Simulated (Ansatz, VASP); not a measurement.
**One calculation of Ni, two programs**

```
Ni
1.0
     0.00000    2.57235    2.57235
     2.57235    0.00000    2.57235
     2.57235    2.57235    0.00000
Ni
2
Direct
  0.12500 0.12500 0.12500
  0.87500 0.87500 0.87500
```

Alike in both runs: task single point; functional r2SCAN; k mesh 12 × 12 × 12; occupations fermi-dirac, width 0.1 eV; no spin polarisation.

|  | VASP | Ansatz |
| --- | --- | --- |
| version | VASP 6.6.1 | Ansatz 0.2.0 |
| potentials or method | VASP PAW PBE potentials, release 64 (Ni), cutoff 520 eV | plane waves (500 eV) with PAW, scalar-relativistic |
| valence electrons in the cell | 20 | 36 |

|  | VASP | Ansatz | Ansatz less VASP |
| --- | --- | --- | --- |
| pressure (GPa) | -6.6 | -6.8 | -0.18 |

VASP's potentials were made for PBE, not for r2SCAN. VASP's potentials hold 20 valence electrons a cell and Ansatz's 36, so a difference there can come from the potentials and not from the codes.
